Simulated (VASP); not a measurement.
A run of VASP 6.6.1:

INCAR

```
SYSTEM = PbO2
  PREC = Accurate
  ENCUT = 520
  EDIFF = 1E-7
  ISMEAR = -1
  SIGMA = 0.02
  LREAL = .False.
  LASPH = .True.
  NELM = 100
  ALGO = Normal
  ISIF = 2
  LWAVE = .False.
  LCHARG = .False.
  GGA = PE
  NBANDS = 35
```

The input KPOINTS:

```
regular mesh
0
Gamma
  4 4 6
  0 0 0
```

The input POSCAR:

```
PbO2
1.0
    4.9786870253      0.0000000000      0.0000000000
    0.0000000000      4.9786870253      0.0000000000
    0.0000000000      0.0000000000      3.3706494895
Pb O
2 4
Direct
    0.0000000000      0.0000000000      0.0000000000
    0.5000000000      0.5000000000      0.5000000000
    0.3079664343      0.3079664343      0.0000000000
    0.1920335657      0.8079664343      0.5000000000
    0.8079664343      0.1920335657      0.5000000000
    0.6920335657      0.6920335657      0.0000000000
```

Potentials or basis: VASP PAW PBE potentials, release 64 (Pb_d, O).

Command:

```sh
$ cat potpaw_PBE.64/Pb_d/POTCAR potpaw_PBE.64/O/POTCAR > POTCAR
$ mpirun -np 1 vasp_std > vasp.out
```

Hardware: 1 thread of Intel(R) Xeon(R) 6975P-C (Granite Rapids), with other jobs on the host.

**Question.** Estimate the wall time of this run.

**Answer.** Wall time 36 s on 1 thread of Intel(R) Xeon(R) 6975P-C (Granite Rapids), with other jobs on the host, peak memory 0.22 GiB. Counts: scf iterations 16, k points 24.
